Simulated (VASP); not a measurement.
A run of VASP 6.6.1 is set up as follows.

File INCAR:

```
ALGO = Normal ; EDIFF = 1E-7
ENCUT = 520 ; GGA = PE
ISIF = 2 ; ISMEAR = 1
IVDW = 12 ; LASPH = True
LCHARG = False ; LREAL = False
LWAVE = False ; NBANDS = 16
NELM = 80 ; PREC = Accurate
SIGMA = 0.05
```

KPOINTS

```
k-points
0
Gamma
  12 12 4
```

The input POSCAR:

```
BN
1.0
    2.5061127838      0.0000000000      0.0000000000
   -1.2530563919      2.1703573356      0.0000000000
    0.0000000000      0.0000000000      6.5923998870
B N
2 2
Direct
   -0.1876209343     -0.0294882317      0.5000000000
    0.5013061737      0.6562592202      0.0000000000
    0.1763577123      0.0080314294      0.0000000000
    0.5054725079      0.3560916720      0.5000000000
```

Potentials or basis: VASP PAW PBE potentials, release 64 (B, N).

Launch:

```console
$ cat potpaw_PBE.64/B/POTCAR potpaw_PBE.64/N/POTCAR > POTCAR
$ mpirun -np 1 vasp_std > vasp.out
```

(1) What does it give for the pressure?

(2) Estimate the band gap on the k mesh.

(3) What does it give for the dispersion energy per atom?

Answers

(1) 3.3 GPa.

(2) 3.71 eV (least direct gap 3.98 eV).

(3) -0.142 eV.

Caveat: the cell differs from its parent crystal (atoms displaced along several vibrational modes); the stress differs along the axes, from -6 to 15 GPa; forces of over 1 eV/Å act on the atoms, so gaps and moduli don't describe the material at rest.
